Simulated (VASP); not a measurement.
Input of a VASP 6.6.1 run:

The input INCAR:

```
SYSTEM = Cu
  PREC = Accurate
  ENCUT = 520
  EDIFF = 1E-6
  ISMEAR = -1
  SIGMA = 0.1
  LREAL = .FALSE.
  LASPH = .TRUE.
  NELM = 80
  ALGO = Normal
  ISIF = 2
  LWAVE = .FALSE.
  LCHARG = .FALSE.
  LDIPOL = .TRUE.
  IDIPOL = 3
  DIPOL = 0.5 0.5 0.500
  GGA = PS
  IBRION = 2
  NSW = 32
  EDIFFG = -0.01
  KPAR = 4
```

The input KPOINTS:

```
Automatic mesh
0
G
  18 18 1
  0 0 0
```

The input POSCAR:

```
Cu
1.0
    2.5195991541      0.0000000000      0.0000000000
   -1.2597995771      2.1820368748      0.0000000000
    0.0000000000      0.0000000000     24.2290000000
Cu
5
Direct
    0.8333333333      0.1666666667      0.3312784168
    0.1666666667      0.8333333333      0.4154445058
    0.5000000000      0.5000000000      0.4999999946
    0.8333333333      0.1666666667      0.5845554924
    0.1666666667      0.8333333333      0.6687215904
```

Potentials or basis: VASP PAW PBE potentials, release 64 (Cu).

Launch:

```console
$ cat potpaw_PBE.64/Cu/POTCAR > POTCAR
$ mpirun -np 4 vasp_std > vasp.out
```

Problem. Predict the band gap on the k mesh.

Solution. Zero (an odd number of electrons rules out a gap without spin polarisation).

Problem. Predict the energy gained by relaxing.

Solution. 0.1 meV/atom.

Final structure:
```cif
data_structure
_symmetry_space_group_name_H-M 'P 1'
_symmetry_Int_Tables_number 1
_cell_length_a 2.5196
_cell_length_b 2.5196
_cell_length_c 24.2290
_cell_angle_alpha 90.000
_cell_angle_beta 90.000
_cell_angle_gamma 120.000
_cell_volume 133.21
loop_
_atom_site_label
_atom_site_type_symbol
_atom_site_fract_x
_atom_site_fract_y
_atom_site_fract_z
_atom_site_occupancy
Cu1 Cu 0.83333 0.16667 0.33085 1
Cu2 Cu 0.16667 0.83333 0.41525 1
Cu3 Cu 0.50000 0.50000 0.50000 1
Cu4 Cu 0.83333 0.16667 0.58475 1
Cu5 Cu 0.16667 0.83333 0.66915 1
```
